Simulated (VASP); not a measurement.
Here is a VASP 6.6.1 calculation.

File INCAR:

```
SYSTEM = Re
ALGO = Normal
EDIFF = 1E-6
ENCUT = 520
ISIF = 2
ISMEAR = -1
LASPH = .TRUE.
LCHARG = .FALSE.
LREAL = .FALSE.
LWAVE = .FALSE.
NBANDS = 14
NELM = 60
PREC = Accurate
SIGMA = 0.05
```

File KPOINTS:

```
k-points
0
G
  21 21 12
  0 0 0
```

Contents of POSCAR:

```
Re
1.0
    2.7378445059      0.0000000000      0.0000000000
   -1.3689222529      2.3710428937      0.0000000000
    0.0000000000      0.0000000000      4.4151473500
Re
2
Direct
    0.3333333333      0.6666666667      0.2500000000
    0.6666666667      0.3333333333      0.7500000000
```

Potentials or basis: VASP PAW LDA potentials, release 64 (Re).

Run with:

```bash
$ cat potpaw_LDA.64/Re/POTCAR > POTCAR
$ mpirun -np 1 vasp_std > vasp.out
```

**Question.** Predict the pressure.

**Answer.** 1.6 GPa.

**Question.** Predict the band gap on the k mesh.

**Answer.** Zero (bands 7 and 8 overlap by 3.55 eV).

Stress tensor (GPa, compression positive):
```
1.63 0.00 0.00
0.00 1.63 0.00
0.00 0.00 1.46
```

Caveat: spin-orbit coupling is left out, which moves the levels of the heavy elements.
